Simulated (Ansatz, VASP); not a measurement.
**One calculation of AlAs, two programs**

```
Al As
1.0
     0.00000    2.86389    2.86389
     2.86389    0.00000    2.86389
     2.86389    2.86389    0.00000
Al As
1 1
Direct
  0.00000 0.00000 0.00000
  0.25000 0.25000 0.25000
```

Alike in both runs: functional PBE; k mesh 8 × 8 × 8; occupations gaussian, width 0.02 eV; no spin polarisation.

Ansatz relaxed the structure, and its values are those at the end. VASP's run is a single point on that final structure, the one shown.

|  | VASP | Ansatz |
| --- | --- | --- |
| version | VASP 6.6.1 | Ansatz 0.2.0 |
| potentials or method | VASP PAW PBE potentials, release 64 (Al, As), cutoff 500 eV | scalar-relativistic, plane waves, PAW |
| valence electrons in the cell | 8 | 18 |

Ansatz gave:

- gap on the k mesh at the Fermi level (eV): 1.50
- least direct gap on the mesh (eV): 1.78
- pressure (GPa): 0.0

Which values does VASP return?

gap on the k mesh at the Fermi level (eV): 1.49; least direct gap on the mesh (eV): 1.78; pressure (GPa): 0.2.

VASP's potentials hold 8 valence electrons a cell and Ansatz's 18, so a difference there can come from the potentials and not from the codes.
